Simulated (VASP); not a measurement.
# AgCl (Fm-3m) in VASP: notebook

The runs below take AgCl through electric field gradients, with PBE.

All numbers are computed with VASP 6.6.1; they aren't measurements. Logs are shortened: lines on timing, memory, paths and dates and some standing lists are left out, and cuts for length are marked.

### Step 1. The cell of the first run

It takes space group Fm-3m (No. 225, cubic). Conventional cell: a = 5.471 Å, b = 5.471 Å, c = 5.471 Å, α = 90.00°, β = 90.00°, γ = 90.00°. Within 3.6 Å of Ag (site symmetry m-3m) lie 6 Cl at 2.74 Å. Cl (site symmetry m-3m) has 6 Ag at 2.74 Å within 3.6 Å.

### Step 2. Electric field gradients, PBE (20.47 Å³/atom)

INCAR reads:

```
SYSTEM = AgCl
ALGO = Normal
EDIFF = 1E-8
ENCUT = 520
GGA = PE
ISIF = 2
ISMEAR = -1
LASPH = .True.
LCHARG = .False.
LEFG = .True.
LREAL = .False.
LWAVE = .False.
NBANDS = 16
NELM = 60
PREC = Accurate
SIGMA = 0.01
```

KPOINTS reads:

```
k-points
0
Gamma
  9 9 9
  0 0 0
```

POSCAR reads:

```
AgCl
1.0
    0.0000000000      2.7356704056      2.7356704056
    2.7356704056      0.0000000000      2.7356704056
    2.7356704056      2.7356704056      0.0000000000
Ag Cl
1 1
Direct
    0.5000000000      0.5000000000      0.5000000000
    0.0000000000      0.0000000000      0.0000000000
```

Potentials or basis: VASP PAW PBE potentials, release 64 (Ag, Cl).

The run is started by

```
$ cat potpaw_PBE.64/Ag/POTCAR potpaw_PBE.64/Cl/POTCAR > POTCAR
$ mpirun -np 1 vasp_std > vasp.out
```

OUTCAR:

```text
SYSTEM = AgCl
   EDIFF = 1E-8
   ENCUT = 520
   GGA = PE
   ISIF = 2
   ISMEAR = -1
   LASPH = .True.
   LREAL = .False.
   NELM = 60
   PREC = Accurate

 ion  position               nearest neighbor table
   1  0.500  0.500  0.500-   2 2.74   2 2.74   2 2.74   2 2.74   2 2.74   2 2.74
   2  0.000  0.000  0.000-   1 2.74   1 2.74   1 2.74   1 2.74   1 2.74   1 2.74

  LATTYP: Found a face centered cubic cell.
 ALAT       =     5.4713408112

  Lattice vectors:

 A1 = (   0.0000000000,   2.7356704056,   2.7356704056)
 A2 = (   2.7356704056,   0.0000000000,   2.7356704056)
 A3 = (   2.7356704056,   2.7356704056,   0.0000000000)

Analysis of symmetry for initial positions (statically):
=====================================================================
 Subroutine PRICEL returns:
 Original cell was already a primitive cell.

 Routine SETGRP: Setting up the symmetry group for a
 face centered cubic supercell.

 Subroutine GETGRP returns: Found 48 space group operations
 (whereof 48 operations were pure point group operations)
 out of a pool of 48 trial point group operations.

The static configuration has the point symmetry O_h .

Analysis of symmetry for dynamics (positions and initial velocities):
=====================================================================
 Subroutine PRICEL returns:
 Original cell was already a primitive cell.

 Routine SETGRP: Setting up the symmetry group for a
 face centered cubic supercell.

 Subroutine GETGRP returns: Found 48 space group operations
 (whereof 48 operations were pure point group operations)
 out of a pool of 48 trial point group operations.

The dynamic configuration has the point symmetry O_h .

 Subroutine INISYM returns: Found 48 space group operations
 (whereof 48 operations are pure point group operations),
 and found     1 'primitive' translations

----------------------------------------------------------------------------------------

                                     Primitive cell

  volume of cell :      40.9469

  direct lattice vectors                    reciprocal lattice vectors
     0.000000000  2.735670406  2.735670406    -0.182770556  0.182770556  0.182770556
     2.735670406  0.000000000  2.735670406     0.182770556 -0.182770556  0.182770556
     2.735670406  2.735670406  0.000000000     0.182770556  0.182770556 -0.182770556

  length of vectors
     3.868822190  3.868822190  3.868822190     0.316567888  0.316567888  0.316567888

  position of ions in fractional coordinates (direct lattice)
     0.500000000  0.500000000  0.500000000
     0.000000000  0.000000000  0.000000000

  ion indices of the primitive-cell ions
   primitive index   ion index
                 1           1
                 2           2

----------------------------------------------------------------------------------------

 KPOINTS: k-points

Automatic generation of k-mesh.
 Grid dimensions read from file:
 generate k-points for:    9    9    9

 Generating k-lattice:

  Cartesian coordinates                     Fractional coordinates (reciprocal lattice)
    -0.020307840  0.020307840  0.020307840     0.111111111  0.000000000  0.000000000
     0.020307840 -0.020307840  0.020307840     0.000000000  0.111111111  0.000000000
     0.020307840  0.020307840 -0.020307840     0.000000000  0.000000000  0.111111111

  Length of vectors
     0.035174210  0.035174210  0.035174210

  Shift w.r.t. Gamma in fractional coordinates (k-lattice)
     0.000000000  0.000000000  0.000000000

 Subroutine IBZKPT returns following result:
 ===========================================

 Found     35 irreducible k-points:

 Following reciprocal coordinates:
            Coordinates               Weight
  0.000000  0.000000  0.000000      1.000000
  0.111111  0.000000  0.000000      8.000000
  0.222222  0.000000  0.000000      8.000000
  0.333333  0.000000  0.000000      8.000000
  0.444444  0.000000  0.000000      8.000000
  0.111111  0.111111  0.000000      6.000000
[... 16 lines left out ...]
 -0.333333  0.333333  0.000000     12.000000
  0.444444  0.444444  0.000000      6.000000
 [... further k-points ...]
   k-points           NKPTS =     35   k-points in BZ     NKDIM =     35   number of bands    NBANDS=     16
   number of dos      NEDOS =    301   number of ions     NIONS =      2
   total plane-waves  NPLWV =  27000
   dimension x,y,z NGX =    30 NGY =   30 NGZ =   30
   dimension x,y,z NGXF=    60 NGYF=   60 NGZF=   60
   ions per type =               1   1
   NGX,Y,Z   is equivalent  to a cutoff of  12.89, 12.89, 12.89 a.u.
   NGXF,Y,Z  is equivalent  to a cutoff of  25.78, 25.78, 25.78 a.u.
 SYSTEM =  AgCl
   PREC   = accura    normal or accurate (medium, high low for compatibility)
   ISTART =      0    job   : 0-new  1-cont  2-samecut
   ICHARG =      2    charge: 1-file 2-atom 10-const
   ISPIN  =      1    spin polarized calculation?
   LNONCOLLINEAR =      F non collinear calculations
   LSORBIT =      F    spin-orbit coupling
   LASPH  =      T    aspherical Exc in radial PAW
   ENCUT  =  520.0 eV  38.22 Ry    6.18 a.u.   7.19  7.19  7.19*2*pi/ulx,y,z
   NELM   =     60;   NELMIN=  2; NELMDL= -5     # of ELM steps
   EDIFF  = 0.1E-07   stopping-criterion for ELM
   LREAL  =      F    real-space projection
   EDIFFG = 0.1E-06   stopping-criterion for IOM
   NSW    =      0    number of steps for IOM
   IBRION =     -1    ionic relax: 0-MD 1-quasi-New 2-CG
   NFREE  =      0    steps in history (QN), initial steepest desc. (CG)
   ISIF   =      2    stress and relaxation
   ISYM   =      2    0-nonsym 1-usesym 2-fastsym
   POTIM  = 0.5000    time-step for ionic-motion
   TEBEG  =    0.0;   TEEND  =   0.0 temperature during run
   PSTRESS=    0.0 pullay stress
   NELECT =      18.0000    total number of electrons
   NUPDOWN=      -1.0000    fix difference up-down
   EMIN   =  10.00;   EMAX   =-10.00  energy-range for DOS
   EFERMI =   0.00;   METHOD = LEGACY
   ISMEAR =    -1;   SIGMA  =   0.01  broadening in eV -4-tet -1-fermi 0-gaus
   EFERMI_NEDOS =   21; number of points for ismear=-14 and -15
   IALGO  =     38    algorithm
   IMIX   =      4    mixing-type and parameters
     AMIX     =   0.40;   BMIX     =  1.00
     AMIX_MAG =   1.60;   BMIX_MAG =  1.00
  volume/ion in A,a.u.               =      20.47       138.16
  Fermi-wavevector in a.u.,A,eV,Ry     =   1.244778  2.352289 21.081849  1.549472
  Thomas-Fermi vector in A             =   2.379030
   LORBIT       =      0    0 simple, 1 ext, 2 COOP (PROOUT), +10 PAW based schemes
   GGA     = PE    functional components
   LHFCALC =     F    Hartree Fock is set to
   AEXX    =    0.0000 exact exchange contribution
   IVDW    =     0    specifies the selected vdW correction
   LEPSILON=     F    determine dielectric tensor
   LRPA    =     F    only Hartree local field effects (RPA)
 non-spin polarized calculation
  energy-cutoff  :      520.00
  volume of cell :       40.95
 maximum number of plane-waves:      1118
 NGX is ok and might be reduce to    30
   NGX = 15   NGY = 15   NGZ = 15

 number of electron      18.0000002 magnetization

 Free energy of the ion-electron system (eV)
  ---------------------------------------------------
  ext. energy  EPLUGINS =         0.00000000
  ---------------------------------------------------
  free energy    TOTEN  =        -5.36637494 eV

  energy without entropy =       -5.36637494  energy(sigma->0) =       -5.36637494

 E-fermi :   4.5319     XC(G=0): -10.1810

 val. band max:        4.2974794554   @ k =   0.4444   0.0000   0.0000
 cond. band min:       5.2497668752   @ k =   0.0000   0.0000   0.0000
 fundamental gap:      0.9522874199
 Fermi energy:         4.5318867159

 k-point     1 :       0.0000    0.0000    0.0000
  band No.  band energies     occupation
      1     -11.0832      2.00000
      2       1.7361      2.00000
      3       1.7361      2.00000
      4       1.7361      2.00000
      5       1.7795      2.00000
      6       1.7795      2.00000
[... 8 lines left out ...]
     15      17.9096      0.00000
     16      17.9096      0.00000
[... 419 lines left out ...]
 k-point    24 :       0.4444    0.4444    0.0000
  band No.  band energies     occupation
      1     -10.5857      2.00000
      2      -0.3468      2.00000
      3       1.0566      2.00000
      4       1.0566      2.00000
      5       1.3845      2.00000
      6       1.9810      2.00000
[... 8 lines left out ...]
     15      19.7786      0.00000
     16      19.7788      0.00000

 [... further k-points ...]

------------------------ aborting loop because EDIFF is reached ----------------------------------------

  FORCE on cell =-STRESS in cart. coord.  units (eV):
  Direction    XX          YY          ZZ          XY          YZ          ZX
  --------------------------------------------------------------------------------------
  -------------------------------------------------------------------------------------
  Total        0.9537814      0.9537814      0.9537814      0.0000000      0.0000000     -0.0000000
  in kB       37.3196991     37.3196991     37.3196991      0.0000000      0.0000000     -0.0000000
  external PRESSURE =      37.3196991 kB  Pullay stress =       0.0000000 kB

 VOLUME and BASIS-vectors are now :
 -----------------------------------------------------------------------------
  energy-cutoff  :      520.00
  volume of cell :       40.95
      direct lattice vectors                 reciprocal lattice vectors
     0.000000000  2.735670406  2.735670406    -0.182770556  0.182770556  0.182770556
     2.735670406  0.000000000  2.735670406     0.182770556 -0.182770556  0.182770556
     2.735670406  2.735670406  0.000000000     0.182770556  0.182770556 -0.182770556

 POSITION                                       TOTAL-FORCE (eV/Angst)
 -----------------------------------------------------------------------------------
      2.73567      2.73567      2.73567        -0.000000     -0.000000     -0.000000
      0.00000      0.00000      0.00000         0.000000      0.000000      0.000000
 -----------------------------------------------------------------------------------
    total drift:                                0.000000      0.000000      0.000000

  FREE ENERGIE OF THE ION-ELECTRON SYSTEM (eV)
  ---------------------------------------------------
  free  energy   TOTEN  =        -5.3663749431 eV

  energy  without entropy=       -5.3663749431  energy(sigma->0) =       -5.36637494

 Electric field gradients (V/A^2)
---------------------------------------------------------------------
 ion       V_xx      V_yy      V_zz      V_xy      V_xz      V_yz
---------------------------------------------------------------------
   1      -0.000     0.000    -0.000    -0.001    -0.001    -0.001
   2      -0.000    -0.000     0.000    -0.001    -0.001    -0.001
---------------------------------------------------------------------

 Electric field gradients after diagonalization (V/A^2)
 (convention: |V_zz| > |V_xx| > |V_yy|)
----------------------------------------------------------------------
 ion       V_xx      V_yy      V_zz     asymmetry (V_yy - V_xx)/ V_zz
----------------------------------------------------------------------
   1       0.001     0.001    -0.002       0.000
   2       0.001     0.001    -0.001       0.000
----------------------------------------------------------------------

           NMR quadrupolar parameters

 Cq : quadrupolar parameter    Cq=e*Q*V_zz/h
 eta: asymmetry parameters     (V_yy - V_xx)/ V_zz
 Q  : nuclear electric quadrupole moment in mb (millibarn)
----------------------------------------------------------------------
 ion       Cq(MHz)       eta       Q (mb)
----------------------------------------------------------------------
   1      -0.000       0.000       1.000
   2      -0.000       0.000       1.000
----------------------------------------------------------------------
```

It took 30 s on 1 thread of Intel Xeon Platinum 8259CL at 2.50GHz (Skylake/Cascade Lake), shared host; peak memory 0.18 GiB.

Results:

```yaml
Free_energy: -5.3664 eV
Pressure: 3.7 GPa
Band_gap_on_the_k_mesh: 0.95 eV (least direct gap 3.28 eV)
Largest_electric_field_gradient_by_atom: zero within the noise of the run
```

Levels at points of the mesh, in eV from the valence-band top:
```
           k point  band 5  band 6  band 7  band 8  band 9  band 10  band 11  band 12  band 13  band 14
(0.00, 0.00, 0.00)   -2.52   -2.52   -2.44   -2.44   -2.44     0.95    10.89    10.89    10.89    12.37
```

Caveat: the cell stands under pressure; an odd mesh through Γ misses points on the zone boundary, where band edges can lie.

### Step 3. Electric field gradients, PBE (20.90 Å³/atom)

This run uses another cell than the first one, of 20.90 Å³/atom.

INCAR reads:

```
SYSTEM = AgCl
ALGO = Normal ; EDIFF = 1E-8
ENCUT = 520 ; GGA = PE
ISIF = 2 ; ISMEAR = -1
LASPH = .True. ; LCHARG = .False.
LEFG = .True. ; LREAL = .False.
LWAVE = .False. ; NBANDS = 16
NELM = 60 ; PREC = Accurate
SIGMA = 0.01
```

KPOINTS is that of step 2.

POSCAR reads:

```
AgCl
1.0
    0.0000000000      2.7545376942      2.7545376942
    2.7545376942      0.0000000000      2.7545376942
    2.7545376942      2.7545376942      0.0000000000
Ag Cl
1 1
Direct
    0.5000000000      0.5000000000      0.5000000000
    0.0000000000      0.0000000000      0.0000000000
```

Potentials or basis: VASP PAW PBE potentials, release 64 (Ag, Cl).

The run is started by

```
$ cat potpaw_PBE.64/Ag/POTCAR potpaw_PBE.64/Cl/POTCAR > POTCAR
$ mpirun -np 1 vasp_std > vasp.out
```

OUTCAR:

```text
SYSTEM = AgCl
   EDIFF = 1E-8
   ENCUT = 520
   GGA = PE
   ISIF = 2
   ISMEAR = -1
   LASPH = .True.
   LREAL = .False.
   NELM = 60
   PREC = Accurate

 ion  position               nearest neighbor table
   1  0.500  0.500  0.500-   2 2.75   2 2.75   2 2.75   2 2.75   2 2.75   2 2.75
   2  0.000  0.000  0.000-   1 2.75   1 2.75   1 2.75   1 2.75   1 2.75   1 2.75

  LATTYP: Found a face centered cubic cell.
 ALAT       =     5.5090753884

  Lattice vectors:

 A1 = (   0.0000000000,   2.7545376942,   2.7545376942)
[... 669 lines left out ...]
  ---------------------------------------------------
  free  energy   TOTEN  =        -5.3833953645 eV

  energy  without entropy=       -5.3833953645  energy(sigma->0) =       -5.38339536

 Electric field gradients (V/A^2)
---------------------------------------------------------------------
 ion       V_xx      V_yy      V_zz      V_xy      V_xz      V_yz
---------------------------------------------------------------------
   1       0.000     0.000    -0.000    -0.001    -0.001    -0.001
   2       0.000     0.000     0.000    -0.001    -0.001    -0.001
---------------------------------------------------------------------

 Electric field gradients after diagonalization (V/A^2)
 (convention: |V_zz| > |V_xx| > |V_yy|)
----------------------------------------------------------------------
 ion       V_xx      V_yy      V_zz     asymmetry (V_yy - V_xx)/ V_zz
----------------------------------------------------------------------
   1       0.001     0.001    -0.001       0.000
   2       0.001     0.001    -0.001       0.000
----------------------------------------------------------------------

           NMR quadrupolar parameters

 Cq : quadrupolar parameter    Cq=e*Q*V_zz/h
 eta: asymmetry parameters     (V_yy - V_xx)/ V_zz
 Q  : nuclear electric quadrupole moment in mb (millibarn)
----------------------------------------------------------------------
 ion       Cq(MHz)       eta       Q (mb)
----------------------------------------------------------------------
   1      -0.000       0.000       1.000
   2      -0.000       0.000       1.000
----------------------------------------------------------------------
```

OSZICAR:

```text
N       E                     dE             d eps       ncg     rms          rms(c)
DAV:   1     0.894437511801E+02    0.89444E+02   -0.87096E+03  1128   0.102E+03
DAV:   2    -0.259508943565E+01   -0.92039E+02   -0.84813E+02  1408   0.214E+02
DAV:   3    -0.554809168412E+01   -0.29530E+01   -0.29457E+01  1448   0.390E+01
DAV:   4    -0.556297714703E+01   -0.14885E-01   -0.14884E-01  1400   0.315E+00
DAV:   5    -0.556314048868E+01   -0.16334E-03   -0.16334E-03  1408   0.330E-01    0.652E+00
DAV:   6    -0.538787175683E+01    0.17527E+00   -0.24134E-01  1416   0.643E+00    0.421E+00
DAV:   7    -0.538396572878E+01    0.39060E-02   -0.96866E-02  1344   0.206E+00    0.203E+00
DAV:   8    -0.538325824914E+01    0.70748E-03   -0.44584E-03  1368   0.692E-01    0.311E-01
DAV:   9    -0.538333122160E+01   -0.72972E-04   -0.50351E-04  1440   0.271E-01    0.362E-02
DAV:  10    -0.538339155577E+01   -0.60334E-04   -0.80840E-05  1392   0.805E-02    0.284E-02
DAV:  11    -0.538339537542E+01   -0.38196E-05   -0.46437E-06  1432   0.154E-02    0.390E-03
DAV:  12    -0.538339550644E+01   -0.13102E-06   -0.60118E-07  1280   0.572E-03    0.201E-03
DAV:  13    -0.538339538085E+01    0.12559E-06   -0.77003E-08  1408   0.264E-03    0.114E-03
DAV:  14    -0.538339536612E+01    0.14731E-07   -0.14913E-08  1232   0.768E-04    0.497E-04
DAV:  15    -0.538339536451E+01    0.16162E-08   -0.10952E-09   976   0.319E-04
   1 F= -.53833954E+01 E0= -.53833954E+01  d E =-.761932E-13
```

It took 32 s on 1 thread of Intel Xeon Platinum 8259CL at 2.50GHz (Skylake/Cascade Lake), shared host; peak memory 0.18 GiB.

What came out:

- Free energy: -5.3834 eV
- Pressure: 2.5 GPa
- Band gap on the k mesh: 0.95 eV (least direct gap 3.21 eV)
- Largest electric field gradient by atom: zero within the noise of the run

Levels at points of the mesh, in eV from the valence-band top:
```csv
k point,band 6,band 7,band 8,band 9,band 10,band 11,band 12,band 13
"(0.00, 0.00, 0.00)",-2.43,-2.36,-2.36,-2.36,0.95,10.89,10.89,10.89
```

Caveat: an odd mesh through Γ misses points on the zone boundary, where band edges can lie.
